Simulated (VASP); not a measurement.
# InSb3 (Pm-3m) in VASP: notebook, part 2 of 2

VASP 6.6.1. Earlier steps stand in the parts before.

## (4) Single point, r2SCAN

This run uses another cell than the first one, of 27.46 Å³/atom.

POSCAR

```
InSb3
1.0
    4.7890746588      0.0000000000      0.0000000000
    0.0000000000      4.7890746588      0.0000000000
    0.0000000000      0.0000000000      4.7890746588
Sb In
3 1
Direct
    0.5000000000      0.5000000000      0.0000000000
    0.0000000000      0.5000000000      0.5000000000
    0.5000000000      0.0000000000      0.5000000000
    0.0000000000      0.0000000000      0.0000000000
```

INCAR.step1

```
SYSTEM = InSb3
PREC     = Accurate       ! precision mode
ENCUT    = 520            ! plane-wave cutoff, eV
ISMEAR   = -1             ! smearing method
SIGMA    = 0.05           ! smearing width, eV
LREAL    = .False.        ! projectors in reciprocal space
LASPH    = .True.         ! aspherical terms in the spheres
NELM     = 80             ! most SCF steps
NBANDS   = 22             ! bands
GGA      = PE             ! functional
ALGO     = Normal         ! electronic algorithm
EDIFF    = 1E-4           ! SCF threshold, eV
LWAVE    = .True.         ! write WAVECAR
LCHARG   = .False.        ! write CHGCAR
```

INCAR.step2

```
SYSTEM = InSb3
PREC     = Accurate       ! precision mode
ENCUT    = 520            ! plane-wave cutoff, eV
EDIFF    = 1E-6           ! SCF threshold, eV
ISMEAR   = -1             ! smearing method
SIGMA    = 0.05           ! smearing width, eV
LREAL    = .False.        ! projectors in reciprocal space
LASPH    = .True.         ! aspherical terms in the spheres
NELM     = 80             ! most SCF steps
ALGO     = Normal         ! electronic algorithm
ISIF     = 2              ! what is computed and relaxed
LWAVE    = .False.        ! write WAVECAR
LCHARG   = .False.        ! write CHGCAR
METAGGA  = R2SCAN         ! meta-GGA
LMIXTAU  = .True.       
NBANDS   = 22             ! bands
ISTART   = 1
```

KPOINTS

```
Automatic mesh
0
Gamma
  6 6 6
  0 0 0
```

Potentials or basis: VASP PAW PBE potentials, release 64 (Sb, In_d).

Command:

```
cat potpaw_PBE.64/Sb/POTCAR potpaw_PBE.64/In_d/POTCAR > POTCAR
cp INCAR.step1 INCAR
mpirun -np 1 vasp_std > vasp.out
cp INCAR.step2 INCAR
mpirun -np 1 vasp_std > vasp.out
```

OUTCAR:

```text
SYSTEM = InSb3
   PREC = Accurate
   ENCUT = 520
   EDIFF = 1E-6
   ISMEAR = -1
   LREAL = .False.
   LASPH = .True.
   NELM = 80
   ISIF = 2
   METAGGA = R2SCAN
   ISTART = 1

 ion  position               nearest neighbor table
   1  0.500  0.500  0.000-   2 3.39   3 3.39   4 3.39   2 3.39   3 3.39   3 3.39   4 3.39   3 3.39
                             2 3.39   4 3.39   2 3.39   4 3.39
   2  0.000  0.500  0.500-   1 3.39   3 3.39   4 3.39   1 3.39   4 3.39   3 3.39   4 3.39   4 3.39
                             1 3.39   3 3.39   1 3.39   3 3.39
   3  0.500  0.000  0.500-   1 3.39   2 3.39   4 3.39   1 3.39   4 3.39   1 3.39   2 3.39   1 3.39
                             2 3.39   4 3.39   4 3.39   2 3.39
   4  0.000  0.000  0.000-   1 3.39   2 3.39   3 3.39   2 3.39   3 3.39   1 3.39   2 3.39   2 3.39
                             1 3.39   3 3.39   3 3.39   1 3.39

  LATTYP: Found a simple cubic cell.
 ALAT       =     4.7890746588

  Lattice vectors:

 A1 = (   4.7890746588,   0.0000000000,   0.0000000000)
 A2 = (   0.0000000000,   4.7890746588,   0.0000000000)
 A3 = (   0.0000000000,   0.0000000000,   4.7890746588)

Analysis of symmetry for initial positions (statically):
[... 172 lines left out ...]
 E-fermi :   7.8973     XC(G=0): -10.7185

 val. band max:        7.8579040839   @ k =   0.5000   0.3333   0.0000
 cond. band min:       8.0473250676   @ k =   0.1667   0.1667   0.1667
 fundamental gap:      0.1894209837
 Fermi energy:         7.8972776899

 k-point     1 :       0.0000    0.0000    0.0000
  band No.  band energies     occupation
      1      -7.2622      2.00000
      2      -7.2622      2.00000
      3      -7.2450      2.00000
      4      -7.2450      2.00000
      5      -7.2450      2.00000
      6      -4.9315      2.00000
[... 489 lines left out ...]
     21      14.7576      0.00000
     22      16.8749      0.00000

------------------------ aborting loop because EDIFF is reached ----------------------------------------

  FORCE on cell =-STRESS in cart. coord.  units (eV):
  Direction    XX          YY          ZZ          XY          YZ          ZX
  --------------------------------------------------------------------------------------
  -------------------------------------------------------------------------------------
  Total       -0.0290339     -0.0290339     -0.0290339      0.0000000      0.0000000     -0.0000000
  in kB       -0.4235079     -0.4235079     -0.4235079      0.0000000      0.0000000     -0.0000000
  external PRESSURE =      -0.4235079 kB  Pullay stress =       0.0000000 kB

 VOLUME and BASIS-vectors are now :
 -----------------------------------------------------------------------------
  energy-cutoff  :      520.00
  volume of cell :      109.84
      direct lattice vectors                 reciprocal lattice vectors
     4.789074659  0.000000000  0.000000000     0.208808605  0.000000000  0.000000000
     0.000000000  4.789074659  0.000000000     0.000000000  0.208808605  0.000000000
     0.000000000  0.000000000  4.789074659     0.000000000  0.000000000  0.208808605

 POSITION                                       TOTAL-FORCE (eV/Angst)
 -----------------------------------------------------------------------------------
      2.39454      2.39454      0.00000         0.000000      0.000000      0.000000
      0.00000      2.39454      2.39454         0.000000      0.000000      0.000000
      2.39454      0.00000      2.39454         0.000000      0.000000      0.000000
      0.00000      0.00000      0.00000         0.000000      0.000000      0.000000
 -----------------------------------------------------------------------------------
    total drift:                               -0.000000     -0.000000     -0.000000

  FREE ENERGIE OF THE ION-ELECTRON SYSTEM (eV)
  ---------------------------------------------------
  free  energy   TOTEN  =       -98.5502701825 eV

  energy  without entropy=      -98.5338071798  energy(sigma->0) =      -98.54203868
```

OUTCAR.step1:

```text
SYSTEM = InSb3
   PREC = Accurate
   ENCUT = 520
   ISMEAR = -1
   LREAL = .False.
   LASPH = .True.
[... 725 lines left out ...]
      0.00000      2.39454      2.39454         0.000000      0.000000      0.000000
      2.39454      0.00000      2.39454         0.000000      0.000000      0.000000
      0.00000      0.00000      0.00000         0.000000      0.000000      0.000000
 -----------------------------------------------------------------------------------
    total drift:                               -0.000000     -0.000000     -0.000000

  FREE ENERGIE OF THE ION-ELECTRON SYSTEM (eV)
  ---------------------------------------------------
  free  energy   TOTEN  =       -14.2503183982 eV

  energy  without entropy=      -14.2295856617  energy(sigma->0) =      -14.23995203
```

Wall time 8 min (1 thread of AMD EPYC, shared host); peak memory 0.21 GiB.

Results:

```
Free energy            : -98.5503 eV
Pressure               : 0.0 GPa
Band gap on the k mesh : zero (bands 14 and 15 overlap by 5.01 eV)
```

Levels at points of the mesh, in eV from the Fermi level:
```csv
k point,band 10,band 11,band 12,band 13,band 14,band 15,band 16,band 17,band 18,band 19
"(0.00, 0.00, 0.00)",-4.62,-4.62,-3.54,0.42,0.42,0.42,1.89,1.89,1.89,5.26
"(0.50, 0.00, 0.00)",-3.15,-3.15,-2.27,-2.27,-1.16,-0.79,2.21,2.31,2.31,2.82
"(0.50, 0.50, 0.00)",-2.49,-1.62,-1.62,-1.46,-1.24,-1.24,-0.39,1.15,3.50,3.70
"(0.50, 0.50, 0.50)",-5.30,-5.30,-5.30,-4.91,3.77,3.77,3.81,3.81,3.81,6.86
```

Caveat: the PAW data sets were made with another functional, which shifts forces and pressure a little; spin-orbit coupling is left out, which moves the levels of the heavy elements.

## (5) Summary

```csv
cell,gap on the mesh (eV),pressure (GPa)
"a = 4.667 Å, 4 atoms",none,5.0
"a = 4.735 Å, 4 atoms",none,2.0
"a = 4.789 Å, 4 atoms",none,0.0
```

Alike in all rows: task single point; level r2SCAN; potentials or basis VASP PAW PBE potentials, release 64 (Sb, In_d); no spin polarisation; k mesh 6 × 6 × 6; cutoff (eV) 520; smearing fermi-dirac 0.05 eV.

Caveats: the PAW data sets were made with another functional, which shifts forces and pressure a little; spin-orbit coupling is left out, which moves the levels of the heavy elements; the cell stands under pressure (at least some runs).

Absolute energies hang on the potentials; compare differences alone.

The gap in the log of VASP goes by the Fermi energy; the results here count the filled bands.